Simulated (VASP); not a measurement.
Wanted: the native input for a VASP 6.6.1 run.

```yaml
Task: single point
Functional: LDA
Potentials_or_basis: VASP PAW LDA potentials, release 64 (C)
Cutoff: 600 eV
k_mesh: 22 × 22 × 22
Occupations: fermi-dirac, width 0.05 eV
Spin: no spin polarisation
Dipole_correction: no
Further_INCAR_settings: ALGO = Normal; EDIFF = 1e-06; NBANDS = 8
```

The structure of C lies in POSCAR:

```
C
1.0
    0.0000000000      1.5047735867      1.5047735867
    1.5047735867      0.0000000000      1.5047735867
    1.5047735867      1.5047735867      0.0000000000
C
1
Direct
    0.0000000000      0.0000000000      0.0000000000
```

One way to write it, as run:

INCAR

```
SYSTEM = C
ALGO     = Normal         ! electronic algorithm
EDIFF    = 1E-6           ! SCF threshold, eV
ENCUT    = 600            ! plane-wave cutoff, eV
GGA      = CA             ! functional
GGA_COMPAT= .False.      
ISIF     = 2              ! what is computed and relaxed
ISMEAR   = -1             ! smearing method
LASPH    = .True.         ! aspherical terms in the spheres
LCHARG   = .False.        ! write CHGCAR
LREAL    = .False.        ! projectors in reciprocal space
LWAVE    = .False.        ! write WAVECAR
NBANDS   = 8              ! bands
NELM     = 120            ! most SCF steps
PREC     = Accurate       ! precision mode
SIGMA    = 0.05           ! smearing width, eV
```

KPOINTS

```
k-points
0
Gamma
  22 22 22
  0 0 0
```

Potentials or basis: VASP PAW LDA potentials, release 64 (C).

Run with:

```sh
$ cat potpaw_LDA.64/C/POTCAR > POTCAR
$ mpirun -np 1 vasp_std > vasp.out
```

It gave:

The pressure is 0.7 GPa. The band gap on the k mesh is zero (band 2 reaches 16.99 eV, above the bottom of band 3 at 5.28 eV).

Run time: 11 s on 1 thread of AMD EPYC 9R45 96-Core Processor (Zen 5), on a shared host, peak memory 0.09 GiB.
